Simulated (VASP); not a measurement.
Wanted: the native input for a VASP 6.6.1 run.

```
Task                   : single point
Functional             : PBE
Potentials or basis    : VASP PAW PBE potentials, release 64 (Na_pv, I)
Cutoff                 : 520 eV
k mesh                 : 8 × 8 × 8
Occupations            : fermi-dirac, width 0.02 eV
Spin                   : non-collinear spin, zero start, spin-orbit coupling
Starting moments       : [[0.0, 0.0, 0.0], [0.0, 0.0, 0.0]] μB
Dipole correction      : no
Further INCAR settings : ALGO = Normal; EDIFF = 1e-07; NBANDS = 26
```

The structure of NaI lies in POSCAR:

```
NaI
1.0
    0.0000000000      3.2364000000      3.2364000000
    3.2364000000      0.0000000000      3.2364000000
    3.2364000000      3.2364000000      0.0000000000
Na I
1 1
Direct
    0.0000000000      0.0000000000      0.0000000000
    0.5000000000      0.5000000000      0.5000000000
```

The input as run:

INCAR

```
PREC = Accurate
ENCUT = 520
EDIFF = 1E-7
ISMEAR = -1
SIGMA = 0.02
LREAL = F
LASPH = T
NELM = 150
ALGO = Normal
ISIF = 2
LWAVE = F
LCHARG = F
MAGMOM = 0 0 0 0 0 0
LORBIT = 11
LSORBIT = T
GGA_COMPAT = F
LORBMOM = T
GGA = PE
NBANDS = 26
```

KPOINTS

```
regular mesh
0
Gamma
  8 8 8
```

Potentials or basis: VASP PAW PBE potentials, release 64 (Na_pv, I).

The run is started by

```sh
$ cat potpaw_PBE.64/Na_pv/POTCAR potpaw_PBE.64/I/POTCAR > POTCAR
$ mpirun -np 1 vasp_ncl > vasp.out
```

Results of the run:

```yaml
Pressure: 0.5 GPa
Net_moment: 0.00 μB per cell
Valence_electrons_inside_the_program's_atomic_spheres: Na 6.01; I 4.35
```

Wall time 69 s on 1 thread of Intel(R) Xeon(R) Platinum 8488C (Sapphire Rapids) (shared host), peak memory 0.42 GiB.
